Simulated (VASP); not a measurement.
# Zr7N8 (a cell with a defect) in VASP: relaxation of the atoms with PBE

Aim: the relaxation of the atoms of Zr7N8 (a cell with a defect) with PBE.

All numbers are computed with VASP 6.6.1; they aren't measurements. Logs are shortened: lines on timing, memory, paths and dates and some standing lists are left out, and cuts for length are marked.

## Step 1: The cell of the first run

The cell holds a defect, 15 atoms: a = 6.498 Å, b = 6.498 Å, c = 6.498 Å, α = 60.00°, β = 60.00°, γ = 60.00°.

## Step 2: Relaxation of the atoms, PBE (atoms taken out)

INCAR reads:

```
SYSTEM = Zr7N8
PREC = Accurate ; ENCUT = 520
EDIFF = 1E-7 ; ISMEAR = 0
SIGMA = 0.1 ; LREAL = .False.
LASPH = .True. ; NELM = 120
ALGO = Normal ; ISIF = 2
LWAVE = .False. ; LCHARG = .False.
GGA = PE ; IBRION = 2
NSW = 65 ; EDIFFG = -0.025
GGA_COMPAT = .False. ; NELMIN = 4
```

KPOINTS reads:

```
regular mesh
0
Gamma
  5 5 5
  0 0 0
```

POSCAR reads:

```
Zr7N8
1.0
    0.0000000000      4.5945978683     -4.5945978683
    4.5945978683      4.5945978683      0.0000000000
    4.5945978683      0.0000000000     -4.5945978683
Zr N
7 8
Direct
    0.2500000000      0.2500000000      0.2500000000
    0.7500000000      0.7500000000      0.2500000000
    0.7500000000      0.2500000000      0.2500000000
    0.2500000000      0.7500000000      0.7500000000
    0.2500000000      0.2500000000      0.7500000000
    0.7500000000      0.7500000000      0.7500000000
    0.7500000000      0.2500000000      0.7500000000
    0.5000000000      0.5000000000      0.0000000000
    0.5000000000      0.0000000000      0.0000000000
    1.0000000000      0.5000000000      0.0000000000
    1.0000000000      0.0000000000      0.0000000000
    0.5000000000      0.5000000000      0.5000000000
    0.5000000000      0.0000000000      0.5000000000
    1.0000000000      0.5000000000      0.5000000000
    1.0000000000      0.0000000000      0.5000000000
```

Potentials or basis: VASP PAW PBE potentials, release 64 (Zr_sv, N).

The run is started by

```console
$ cat potpaw_PBE.64/Zr_sv/POTCAR potpaw_PBE.64/N/POTCAR > POTCAR
$ mpirun -np 1 vasp_std > vasp.out
```

OUTCAR:

```text
SYSTEM = Zr7N8
   PREC = Accurate
   ENCUT = 520
   EDIFF = 1E-7
   ISMEAR = 0
   LREAL = .False.
   LASPH = .True.
   NELM = 120
   ISIF = 2
   GGA = PE
   IBRION = 2
   NSW = 65
   EDIFFG = -0.025
   NELMIN = 4

 ion  position               nearest neighbor table
   1  0.250  0.250  0.250-   8 2.30   9 2.30  10 2.30  13 2.30  14 2.30  15 2.30   3 3.25   5 3.25
                             4 3.25   5 3.25   7 3.25   2 3.25   4 3.25   2 3.25   3 3.25   7 3.25
   2  0.750  0.750  0.250-   9 2.30  10 2.30  11 2.30  12 2.30  13 2.30  14 2.30   3 3.25   6 3.25
                             4 3.25   6 3.25   7 3.25   1 3.25   3 3.25   7 3.25   1 3.25   4 3.25
   3  0.750  0.250  0.250-   8 2.30  10 2.30  11 2.30  12 2.30  13 2.30  15 2.30   1 3.25   2 3.25
                             7 3.25   5 3.25   6 3.25   7 3.25   2 3.25   6 3.25   1 3.25   5 3.25
   4  0.250  0.750  0.750-   8 2.30  10 2.30  11 2.30  12 2.30  13 2.30  15 2.30   5 3.25   6 3.25
                             1 3.25   2 3.25   1 3.25   5 3.25   7 3.25   2 3.25   6 3.25   7 3.25
   5  0.250  0.250  0.750-   9 2.30  10 2.30  11 2.30  12 2.30  13 2.30  14 2.30   1 3.25   4 3.25
                             7 3.25   1 3.25   3 3.25   4 3.25   6 3.25   3 3.25   6 3.25   7 3.25
   6  0.750  0.750  0.750-   8 2.30   9 2.30  10 2.30  13 2.30  14 2.30  15 2.30   2 3.25   4 3.25
                             7 3.25   2 3.25   3 3.25   3 3.25   5 3.25   7 3.25   4 3.25   5 3.25
   7  0.750  0.250  0.750-   8 2.30   9 2.30  11 2.30  12 2.30  14 2.30  15 2.30   3 3.25   5 3.25
                             6 3.25   1 3.25   2 3.25   3 3.25   2 3.25   4 3.25   6 3.25   1 3.25
   8  0.500  0.500  0.000-   1 2.30   3 2.30   4 2.30   6 2.30   7 2.30
   9  0.500  0.000  0.000-   1 2.30   2 2.30   5 2.30   6 2.30   7 2.30
  10  0.000  0.500  0.000-   1 2.30   2 2.30   3 2.30   4 2.30   5 2.30   6 2.30
  11  0.000  0.000  0.000-   2 2.30   3 2.30   4 2.30   5 2.30   7 2.30
  12  0.500  0.500  0.500-   2 2.30   3 2.30   4 2.30   5 2.30   7 2.30
  13  0.500  0.000  0.500-   1 2.30   2 2.30   3 2.30   4 2.30   5 2.30   6 2.30
  14  0.000  0.500  0.500-   1 2.30   2 2.30   5 2.30   6 2.30   7 2.30
  15  0.000  0.000  0.500-   1 2.30   3 2.30   4 2.30   6 2.30   7 2.30

  LATTYP: Found a face centered cubic cell.
 ALAT       =     9.1891957366

  Lattice vectors:

 A1 = (   0.0000000000,   4.5945978683,  -4.5945978683)
 A2 = (   4.5945978683,   4.5945978683,   0.0000000000)
 A3 = (   4.5945978683,   0.0000000000,  -4.5945978683)

Analysis of symmetry for initial positions (statically):
=====================================================================
 Subroutine PRICEL returns:
 Original cell was already a primitive cell.

 Routine SETGRP: Setting up the symmetry group for a
 face centered cubic supercell.

 Subroutine GETGRP returns: Found 48 space group operations
 (whereof  8 operations were pure point group operations)
 out of a pool of 48 trial point group operations.

The static configuration has the point symmetry C_4v.
 The point group associated with its full space group is O_h .

[... 123 lines left out ...]
   NELM   =    120;   NELMIN=  4; NELMDL= -5     # of ELM steps
   EDIFF  = 0.1E-06   stopping-criterion for ELM
   LREAL  =      F    real-space projection
   EDIFFG = -.3E-01   stopping-criterion for IOM
   NSW    =     65    number of steps for IOM
   IBRION =      2    ionic relax: 0-MD 1-quasi-New 2-CG
   NFREE  =      1    steps in history (QN), initial steepest desc. (CG)
   ISIF   =      2    stress and relaxation
   ISYM   =      2    0-nonsym 1-usesym 2-fastsym
   POTIM  = 0.5000    time-step for ionic-motion
   TEBEG  =    0.0;   TEEND  =   0.0 temperature during run
   PSTRESS=    0.0 pullay stress
   NELECT =     124.0000    total number of electrons
   NUPDOWN=      -1.0000    fix difference up-down
   EMIN   =  10.00;   EMAX   =-10.00  energy-range for DOS
   EFERMI =   0.00;   METHOD = LEGACY
   ISMEAR =     0;   SIGMA  =   0.10  broadening in eV -4-tet -1-fermi 0-gaus
   EFERMI_NEDOS =   21; number of points for ismear=-14 and -15
   IALGO  =     38    algorithm
   IMIX   =      4    mixing-type and parameters
     AMIX     =   0.40;   BMIX     =  1.00
     AMIX_MAG =   1.60;   BMIX_MAG =  1.00
  volume/ion in A,a.u.               =      12.93        87.27
  Fermi-wavevector in a.u.,A,eV,Ry     =   1.410234  2.664956 27.058727  1.988760
  Thomas-Fermi vector in A             =   2.532209
   LORBIT       =      0    0 simple, 1 ext, 2 COOP (PROOUT), +10 PAW based schemes
   GGA     = PE    functional components
   LHFCALC =     F    Hartree Fock is set to
   AEXX    =    0.0000 exact exchange contribution
   IVDW    =     0    specifies the selected vdW correction
   LEPSILON=     F    determine dielectric tensor
   LRPA    =     F    only Hartree local field effects (RPA)
 conjugate gradient relaxation of ions
 non-spin polarized calculation
 Gauss-broadening in eV      SIGMA  =   0.10
  energy-cutoff  :      520.00
  volume of cell :      193.99
 maximum number of plane-waves:      5233
   NGX = 25   NGY = 25   NGZ = 25

--------------------------------------- Ionic step        1  -------------------------------------------

 number of electron     123.9999985 magnetization

 Free energy of the ion-electron system (eV)
  ---------------------------------------------------
  ext. energy  EPLUGINS =         0.00000000
  ---------------------------------------------------
  free energy    TOTEN  =      -150.90495040 eV

  energy without entropy =     -150.87245524  energy(sigma->0) =     -150.88870282

------------------------ aborting loop because EDIFF is reached ----------------------------------------

  FORCE on cell =-STRESS in cart. coord.  units (eV):
  Direction    XX          YY          ZZ          XY          YZ          ZX
  --------------------------------------------------------------------------------------
  -------------------------------------------------------------------------------------
  Total       -6.8059204     -6.8059204     -6.8059204      0.0000000      0.0000000      0.0000000
  in kB      -56.2114687    -56.2114687    -56.2114687      0.0000000      0.0000000      0.0000000
  external PRESSURE =     -56.2114687 kB  Pullay stress =       0.0000000 kB
[... 85 lines left out ...]
--------------------------------------- Ionic step        3  -------------------------------------------

 number of electron     123.9999986 magnetization

 Free energy of the ion-electron system (eV)
  ---------------------------------------------------
  ext. energy  EPLUGINS =         0.00000000
  ---------------------------------------------------
  free energy    TOTEN  =      -151.26312208 eV

  energy without entropy =     -151.22824302  energy(sigma->0) =     -151.24568255

 E-fermi :   9.8894     XC(G=0): -11.8063

 val. band max:        9.8399142156   @ k =   0.4000   0.2000   0.0000
 cond. band min:       9.9329155943   @ k =  -0.4000   0.2000   0.0000
 fundamental gap:      0.0930013787
 Fermi energy:         9.8893977260

 k-point     1 :       0.0000    0.0000    0.0000
  band No.  band energies     occupation
      1     -39.6060      2.00000
      2     -39.5098      2.00000
      3     -39.5098      2.00000
      4     -39.5098      2.00000
      5     -39.4671      2.00000
      6     -39.4671      2.00000
[... 801 lines left out ...]
  FREE ENERGIE OF THE ION-ELECTRON SYSTEM (eV)
  ---------------------------------------------------
  free  energy   TOTEN  =      -151.2631220825 eV

  energy  without entropy=     -151.2282430174  energy(sigma->0) =     -151.24568255

 reached required accuracy - stopping structural energy minimisation
```

It took 12 min on 1 thread of Oxide Virtual Turin-like, shared host; peak memory 0.35 GiB.

Results:

| Item | Value |
| --- | --- |
| Free energy | -151.2631 eV |
| Energy gained by relaxing | 23.9 meV/atom |
| Ionic steps | 3 |
| Pressure after relaxing | -3.3 GPa |
| Largest force after relaxing | 0.009 eV/Å |
| Band gap on the k mesh | zero (bands 62 and 63 overlap by 1.90 eV) |

Forces in eV/Å, atoms in the order of the input:
```
Zr   0.000  0.000  0.000
Zr   0.000  0.000  0.000
Zr   0.000  0.000  0.000
Zr   0.000  0.000  0.000
Zr   0.000  0.000  0.000
Zr   0.000  0.000  0.000
Zr   0.000  0.000  0.000
N   -0.009  0.000  0.000
N    0.000  0.009  0.000
N    0.000  0.000  0.000
N    0.000  0.000  0.009
N    0.000  0.000 -0.009
N    0.000  0.000  0.000
N    0.000 -0.009  0.000
N    0.009  0.000  0.000
```

The path:
```csv
step,energy change (eV),largest force (eV/Å),pressure (GPa)
1,0.0000,1.2642,-5.62
2,-0.3205,0.4462,-4.10
3,-0.3582,0.0092,-3.28
```

Final structure:
```
Zr N
1.0
     0.00000    4.59460   -4.59460
     4.59460    4.59460    0.00000
     4.59460    0.00000   -4.59460
Zr N
7 8
Direct
  0.25000 0.25000 0.25000
  0.75000 0.75000 0.25000
  0.75000 0.25000 0.25000
  0.25000 0.75000 0.75000
  0.25000 0.25000 0.75000
  0.75000 0.75000 0.75000
  0.75000 0.25000 0.75000
  0.50960 0.49040 0.99040
  0.50960 0.00960 0.99040
  0.00000 0.50000 0.00000
  0.99040 0.00960 0.99040
  0.50960 0.49040 0.50960
  0.50000 0.00000 0.50000
  0.99040 0.49040 0.50960
  0.99040 0.00960 0.50960
```

Caveat: the cell differs from its parent crystal (atoms taken out).

The gap in the log of VASP goes by the Fermi energy; the results here count the filled bands.